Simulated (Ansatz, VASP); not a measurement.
**One calculation of ZnS, two programs**

```
Zn S
1.0
     3.78158    0.00000    0.00000
    -1.89079    3.27494    0.00000
     0.00000    0.00000    6.24001
Zn S
2 2
Cartesian
  0.0000 2.1833 0.0367
  1.8908 1.0916 3.1567
  0.0000 2.1833 2.3657
  1.8908 1.0916 5.4857
```

Change from the starting cell: z stretched by +0.5 %, x and y held.

Alike in both runs: functional PBEsol; k mesh 8 × 8 × 4; no spin polarisation.

Ansatz relaxed the structure, and its values are those at the end. VASP's run is a single point on that final structure, the one shown.

|  | VASP | Ansatz |
| --- | --- | --- |
| version | VASP 6.6.1 | Ansatz 0.2.0 |
| potentials or method | VASP PAW PBE potentials, release 64 (Zn, S), cutoff 520 eV | all-electron LAPW, scalar-relativistic |
| occupations | gaussian, width 0.01 eV | fixed |

VASP gave:

```
gap on the k mesh at the Fermi level (eV) : 2.12
pressure (GPa)                            : -0.2
```

Question: What did Ansatz give for the same quantities?

Answer: gap on the k mesh at the Fermi level (eV): 2.12; pressure (GPa): -0.4.

VASP's potentials were made for PBE, not for PBEsol. Ansatz ran all-electron here, and VASP with PAW potentials.
